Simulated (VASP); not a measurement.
# SiC (rocksalt type) (Fm-3m) in VASP: a series of runs, part 2 of 2

VASP 6.6.1. The steps go on from the part before.

## (3) Single point, r2SCAN

File POSCAR:

```
SiC
1.0
    0.0000000000      2.0140760365      2.0140760365
    2.0140760365      0.0000000000      2.0140760365
    2.0140760365      2.0140760365      0.0000000000
Si C
1 1
Direct
    0.0000000000      0.0000000000      0.0000000000
    0.5000000000      0.5000000000      0.5000000000
```

File INCAR.step1:

```
PREC = Accurate
ENCUT = 660
ISMEAR = -1
SIGMA = 0.1
LREAL = False
LASPH = True
NELM = 120
NBANDS = 11
GGA = PE
ALGO = Normal
EDIFF = 1E-5
LWAVE = True
LCHARG = False
GGA_COMPAT = False
```

File INCAR.step2:

```
PREC = Accurate
ENCUT = 660
EDIFF = 1E-6
ISMEAR = -1
SIGMA = 0.1
LREAL = False
LASPH = True
NELM = 120
ALGO = Normal
ISIF = 2
LWAVE = False
LCHARG = False
METAGGA = R2SCAN
LMIXTAU = True
NBANDS = 11
ISTART = 1
GGA_COMPAT = False
```

File KPOINTS:

```
Automatic mesh
0
Gamma
  17 17 17
```

Potentials or basis: VASP PAW PBE potentials, release 64 (Si, C).

The run is started by

```sh
$ cat potpaw_PBE.64/Si/POTCAR potpaw_PBE.64/C/POTCAR > POTCAR
$ cp INCAR.step1 INCAR
$ mpirun -np 1 vasp_std > vasp.out
$ cp INCAR.step2 INCAR
$ mpirun -np 1 vasp_std > vasp.out
```

OUTCAR:

```text
PREC = Accurate
   ENCUT = 660
   EDIFF = 1E-6
   ISMEAR = -1
   LREAL = False
   LASPH = True
   NELM = 120
   ISIF = 2
   METAGGA = R2SCAN
   ISTART = 1

 ion  position               nearest neighbor table
   1  0.000  0.000  0.000-   2 2.01   2 2.01   2 2.01   2 2.01   2 2.01   2 2.01
   2  0.500  0.500  0.500-   1 2.01   1 2.01   1 2.01   1 2.01   1 2.01   1 2.01

  LATTYP: Found a face centered cubic cell.
 ALAT       =     4.0281520730

  Lattice vectors:

 A1 = (   0.0000000000,   2.0140760365,   2.0140760365)
 A2 = (   2.0140760365,   0.0000000000,   2.0140760365)
 A3 = (   2.0140760365,   2.0140760365,   0.0000000000)

Analysis of symmetry for initial positions (statically):
=====================================================================
 Subroutine PRICEL returns:
 Original cell was already a primitive cell.

 Routine SETGRP: Setting up the symmetry group for a
 face centered cubic supercell.

 Subroutine GETGRP returns: Found 48 space group operations
 (whereof 48 operations were pure point group operations)
 out of a pool of 48 trial point group operations.

The static configuration has the point symmetry O_h .

Analysis of symmetry for dynamics (positions and initial velocities):
=====================================================================
 Subroutine PRICEL returns:
 Original cell was already a primitive cell.

 Routine SETGRP: Setting up the symmetry group for a
 face centered cubic supercell.

 Subroutine GETGRP returns: Found 48 space group operations
 (whereof 48 operations were pure point group operations)
 out of a pool of 48 trial point group operations.

The dynamic configuration has the point symmetry O_h .

 Subroutine INISYM returns: Found 48 space group operations
 (whereof 48 operations are pure point group operations),
 and found     1 'primitive' translations

----------------------------------------------------------------------------------------
[... 113 lines left out ...]
     AMIX_MAG =   1.60;   BMIX_MAG =  1.00
  volume/ion in A,a.u.               =       8.17        55.13
  Fermi-wavevector in a.u.,A,eV,Ry     =   1.290285  2.438285 22.651459  1.664835
  Thomas-Fermi vector in A             =   2.422126
   LORBIT       =      0    0 simple, 1 ext, 2 COOP (PROOUT), +10 PAW based schemes
   METAGGA = R2SCAN    functional components
   LHFCALC =     F    Hartree Fock is set to
   AEXX    =    0.0000 exact exchange contribution
   IVDW    =     0    specifies the selected vdW correction
   LEPSILON=     F    determine dielectric tensor
   LRPA    =     F    only Hartree local field effects (RPA)
 non-spin polarized calculation
  energy-cutoff  :      660.00
  volume of cell :       16.34
 maximum number of plane-waves:       644
   NGX = 11   NGY = 11   NGZ = 11

 number of electron       8.0000000 magnetization

 Free energy of the ion-electron system (eV)
  ---------------------------------------------------
  ext. energy  EPLUGINS =         0.00000000
  ---------------------------------------------------
  free energy    TOTEN  =       -17.66664596 eV

  energy without entropy =      -17.66054722  energy(sigma->0) =      -17.66359659

 E-fermi :  12.6819     XC(G=0): -13.5042

 val. band max:       12.6550363533   @ k =  -0.1176   0.0588   0.0000
 cond. band min:      12.6909009280   @ k =  -0.0588   0.0588   0.0000
 fundamental gap:      0.0358645747
 Fermi energy:        12.6818890614

 k-point     1 :       0.0000    0.0000    0.0000
  band No.  band energies     occupation
      1      -6.9743      2.00000
      2      12.6504      1.15639
      3      12.6504      1.15639
      4      12.6504      1.15639
      5      21.0655      0.00000
      6      22.0549      0.00000
      7      22.0549      0.00000
      8      22.0549      0.00000
      9      26.5547      0.00000
     10      26.5547      0.00000
     11      26.5547      0.00000
[... 309 lines left out ...]
 k-point    24 :      -0.1176    0.0588    0.0000
  band No.  band energies     occupation
      1      -6.4126      2.00000
      2      10.2884      2.00000
      3      11.6348      1.99994
      4      12.6550      1.13346
      5      21.0791      0.00000
      6      22.0924      0.00000
      7      22.1150      0.00000
      8      22.7734      0.00000
      9      22.9872      0.00000
     10      25.2287      0.00000
     11      26.7336      0.00000

 [... further k-points ...]
[... 5 lines left out ...]
  --------------------------------------------------------------------------------------
  -------------------------------------------------------------------------------------
  Total        0.0038782      0.0038782      0.0038782     -0.0000000     -0.0000000      0.0000000
  in kB        0.3802614      0.3802614      0.3802614     -0.0000000     -0.0000000      0.0000000
  external PRESSURE =       0.3802614 kB  Pullay stress =       0.0000000 kB

 VOLUME and BASIS-vectors are now :
 -----------------------------------------------------------------------------
  energy-cutoff  :      660.00
  volume of cell :       16.34
      direct lattice vectors                 reciprocal lattice vectors
     0.000000000  2.014076037  2.014076037    -0.248252792  0.248252792  0.248252792
     2.014076037  0.000000000  2.014076037     0.248252792 -0.248252792  0.248252792
     2.014076037  2.014076037  0.000000000     0.248252792  0.248252792 -0.248252792

 POSITION                                       TOTAL-FORCE (eV/Angst)
 -----------------------------------------------------------------------------------
      0.00000      0.00000      0.00000        -0.000000     -0.000000      0.000000
      2.01408      2.01408      2.01408         0.000000      0.000000     -0.000000
 -----------------------------------------------------------------------------------
    total drift:                               -0.000000     -0.000000      0.000000

  FREE ENERGIE OF THE ION-ELECTRON SYSTEM (eV)
  ---------------------------------------------------
  free  energy   TOTEN  =       -17.6666459580 eV

  energy  without entropy=      -17.6605472169  energy(sigma->0) =      -17.66359659
```

Wall time 76 s (1 thread of Intel Xeon 6975P-C, shared host); peak memory 0.17 GiB.

What came out:

```
Free energy            : -17.6666 eV
Pressure               : 0.0 GPa
Band gap on the k mesh : zero (band 4 reaches 12.70 eV, above the bottom of band 5 at 12.07 eV)
```

Caveat: the PAW data sets were made with another functional, which shifts forces and pressure a little.

## (4) Relaxation of cell and atoms, r2SCAN

This run uses another cell than the first one, of 10.00 Å³/atom, 1.224 times its volume.

File POSCAR:

```
SiC
1.0
    0.0000000000      2.1544346900      2.1544346900
    2.1544346900      0.0000000000      2.1544346900
    2.1544346900      2.1544346900      0.0000000000
Si C
1 1
Direct
    0.0000000000      0.0000000000      0.0000000000
    0.5000000000      0.5000000000      0.5000000000
```

File INCAR.step1:

```
SYSTEM = SiC
PREC = Accurate
ENCUT = 660
ISMEAR = -1
SIGMA = 0.1
LREAL = .FALSE.
LASPH = .TRUE.
NELM = 120
GGA = PE
ALGO = Normal
EDIFF = 1E-5
LWAVE = .TRUE.
LCHARG = .FALSE.
GGA_COMPAT = .FALSE.
IBRION = 2
ISIF = 3
EDIFFG = -0.005
NELMIN = 4
NSW = 100
```

File INCAR.step2:

```
SYSTEM = SiC
PREC = Accurate
ENCUT = 660
EDIFF = 1E-7
ISMEAR = -1
SIGMA = 0.1
LREAL = .FALSE.
LASPH = .TRUE.
NELM = 120
ALGO = Normal
ISIF = 3
LWAVE = .FALSE.
LCHARG = .FALSE.
METAGGA = R2SCAN
LMIXTAU = .TRUE.
IBRION = 2
NSW = 60
EDIFFG = -0.005
ISTART = 1
GGA_COMPAT = .FALSE.
NELMIN = 4
```

File KPOINTS:

```
regular mesh
0
G
  17 17 17
  0 0 0
```

Potentials or basis: VASP PAW PBE potentials, release 64 (Si, C).

The run is started by

```sh
$ cat potpaw_PBE.64/Si/POTCAR potpaw_PBE.64/C/POTCAR > POTCAR
$ cp INCAR.step1 INCAR
$ mpirun -np 1 vasp_std > vasp.out
$ cp INCAR.step2 INCAR
$ mpirun -np 1 vasp_std > vasp.out
```

OUTCAR:

```text
SYSTEM = SiC
   PREC = Accurate
   ENCUT = 660
   EDIFF = 1E-7
   ISMEAR = -1
   LREAL = .FALSE.
   LASPH = .TRUE.
   NELM = 120
   ISIF = 3
   METAGGA = R2SCAN
   IBRION = 2
   NSW = 60
   EDIFFG = -0.005
   ISTART = 1
   NELMIN = 4

 ion  position               nearest neighbor table
   1  0.000  0.000  0.000-   2 2.15   2 2.15   2 2.15   2 2.15   2 2.15   2 2.15
   2  0.500  0.500  0.500-   1 2.15   1 2.15   1 2.15   1 2.15   1 2.15   1 2.15

  LATTYP: Found a face centered cubic cell.
 ALAT       =     4.3088693800

  Lattice vectors:

 A1 = (   0.0000000000,   2.1544346900,   2.1544346900)
 A2 = (   2.1544346900,   0.0000000000,   2.1544346900)
 A3 = (   2.1544346900,   2.1544346900,   0.0000000000)

Analysis of symmetry for initial positions (statically):
=====================================================================
 Subroutine PRICEL returns:
 Original cell was already a primitive cell.
[... 179 lines left out ...]

 k-point     1 :       0.0000    0.0000    0.0000
  band No.  band energies     occupation
      1      -7.6361      2.00000
      2       9.6732      0.55079
      3       9.6732      0.55079
      4       9.6732      0.55079
      5      14.5591      0.00000
      6      19.0423      0.00000
      7      19.0423      0.00000
      8      19.0423      0.00000
[... 432 lines left out ...]
--------------------------------------- Ionic step        6  -------------------------------------------

 number of electron       8.0000000 magnetization

 Free energy of the ion-electron system (eV)
  ---------------------------------------------------
  ext. energy  EPLUGINS =         0.00000000
  ---------------------------------------------------
  free energy    TOTEN  =       -17.67225672 eV

  energy without entropy =      -17.66614949  energy(sigma->0) =      -17.66920310

 E-fermi :  12.6756     XC(G=0): -13.5025

 val. band max:       12.6490877860   @ k =  -0.1176   0.0588   0.0000
 cond. band min:      12.6848779347   @ k =  -0.0588   0.0588   0.0000
 fundamental gap:      0.0357901488
 Fermi energy:        12.6756051494

 k-point     1 :       0.0000    0.0000    0.0000
  band No.  band energies     occupation
      1      -6.9754      2.00000
      2      12.6441      1.15606
      3      12.6441      1.15606
      4      12.6441      1.15606
      5      21.0543      0.00000
      6      22.0497      0.00000
      7      22.0497      0.00000
      8      22.0497      0.00000
[... 282 lines left out ...]
  FREE ENERGIE OF THE ION-ELECTRON SYSTEM (eV)
  ---------------------------------------------------
  free  energy   TOTEN  =       -17.6722567160 eV

  energy  without entropy=      -17.6661494907  energy(sigma->0) =      -17.66920310

 reached required accuracy - stopping structural energy minimisation
```

OSZICAR.step1:

```text
N       E                     dE             d eps       ncg     rms          rms(c)
DAV:   1     0.708568909626E+01    0.70857E+01   -0.46596E+03  2720   0.103E+03
DAV:   2    -0.139126630227E+02   -0.20998E+02   -0.19749E+02  3840   0.110E+02
DAV:   3    -0.143261552890E+02   -0.41349E+00   -0.40524E+00  3136   0.180E+01
[... 37 lines left out ...]
       N       E                     dE             d eps       ncg     rms          rms(c)
DAV:   1    -0.135874651605E+02   -0.43632E-04   -0.72070E-04  3848   0.242E-01    0.316E-02
DAV:   2    -0.135874574614E+02    0.76990E-05   -0.17692E-05  2872   0.293E-02    0.157E-02
DAV:   3    -0.135874556629E+02    0.17985E-05   -0.18513E-06  1416   0.113E-02    0.465E-03
DAV:   4    -0.135874554570E+02    0.20597E-06   -0.35886E-07  1376   0.515E-03
   6 F= -.13587455E+02 E0= -.13582555E+02  d E =-.735585E-04
```

Run time: 13 min. Hardware: 1 thread of Intel Xeon 6975P-C, shared host; peak memory 0.19 GiB.

What came out:

```
Free energy                            : -17.6723 eV
Relaxed volume                         : 8.17 Å³/atom
Relaxed cell                           : a = 2.849 Å, b = 2.849 Å, c = 2.849 Å, α = 60.00°, β = 60.00°, γ = 60.00°
Space group after relaxing (to 0.05 Å) : Fm-3m (No. 225)
Energy gained by relaxing              : 232.0 meV/atom
Ionic steps                            : 6
Pressure after relaxing                : 0.0 GPa
Band gap on the k mesh                 : zero (band 4 reaches 12.69 eV, above the bottom of band 5 at 12.07 eV)
```

The path:
```
step  energy change (eV)  largest force (eV/Å)  pressure (GPa)  volume (Å³)
   1              0.0000                0.0000          -33.73        20.00
   2             -0.2498                0.0000           41.67        14.50
   3             -0.4640                0.0000           -0.69        16.39
   4             -0.4640                0.0000            0.41        16.32
   5             -0.4640                0.0000           -0.34        16.37
   6             -0.4641                0.0000            0.00        16.35
```

Final structure:
```cif
data_structure
_symmetry_space_group_name_H-M 'P 1'
_symmetry_Int_Tables_number 1
_cell_length_a 2.8486
_cell_length_b 2.8486
_cell_length_c 2.8486
_cell_angle_alpha 60.000
_cell_angle_beta 60.000
_cell_angle_gamma 60.000
_cell_volume 16.35
loop_
_atom_site_label
_atom_site_type_symbol
_atom_site_fract_x
_atom_site_fract_y
_atom_site_fract_z
_atom_site_occupancy
Si1 Si 0.00000 0.00000 0.00000 1
C1 C 0.50000 0.50000 0.50000 1
```

Caveat: the volume moved by over 15 % at a fixed basis, so the end points are rough; the PAW data sets were made with another functional, which shifts forces and pressure a little.
